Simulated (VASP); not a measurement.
Write the native input for VASP 6.6.1 that does the following.

- Task: single point
- Functional: PBEsol
- Potentials or basis: VASP PAW PBE potentials, release 64 (Ti_sv, O)
- Cutoff: 520 eV
- k mesh: 8 × 8 × 14
- Occupations: gaussian, width 0.15 eV
- Spin: no spin polarisation
- Dipole correction: no
- Further INCAR settings: ALGO = Normal; EDIFF = 1e-06; NBANDS = 39

The structure of Ti3O4 lies in POSCAR:

```
Ti3O4
1.0
    2.9128162305     -4.0303540204      0.0000000000
    2.9128162305      4.0303540204      0.0000000000
    0.0000000000      0.0000000000      2.9690273776
Ti O
3 4
Direct
   -0.0036859680      0.0036859680      0.5000000000
    0.5068754304      0.0024688981      0.0000000000
   -0.0024688981      0.4931245696      0.0000000000
    0.7651037164      0.7604629052      0.0000000000
    0.2554782306      0.7445217694      0.5000000000
    0.2395370948      0.2348962836      0.0000000000
    0.7377251202      0.2622748798      0.5000000000
```

These files were run (other wordings do the same):

INCAR

```
ALGO = Normal ; EDIFF = 1E-6
ENCUT = 520 ; GGA = PS
ISIF = 2 ; ISMEAR = 0
LASPH = T ; LCHARG = F
LREAL = F ; LWAVE = F
NBANDS = 39 ; NELM = 100
PREC = Accurate ; SIGMA = 0.15
```

KPOINTS

```
k-points
0
Gamma
  8 8 14
```

Potentials or basis: VASP PAW PBE potentials, release 64 (Ti_sv, O).

Command:

```console
$ cat potpaw_PBE.64/Ti_sv/POTCAR potpaw_PBE.64/O/POTCAR > POTCAR
$ mpirun -np 1 vasp_std > vasp.out
```

It gave:

```json
{"Pressure": "0.8 GPa", "Largest force": "0.203 eV/Å", "Band gap on the k mesh": "zero (bands 30 and 31 overlap by 0.93 eV)"}
```

Caveat: the PAW data sets were made with another functional, which shifts forces and pressure a little; semilocal functionals often make such compounds metallic where correlation or magnetic order opens a gap, which also shifts bond lengths.

It took 7.6 min on 1 thread of Intel(R) Xeon(R) Platinum 8488C (Sapphire Rapids), on a shared host, peak memory 0.44 GiB.
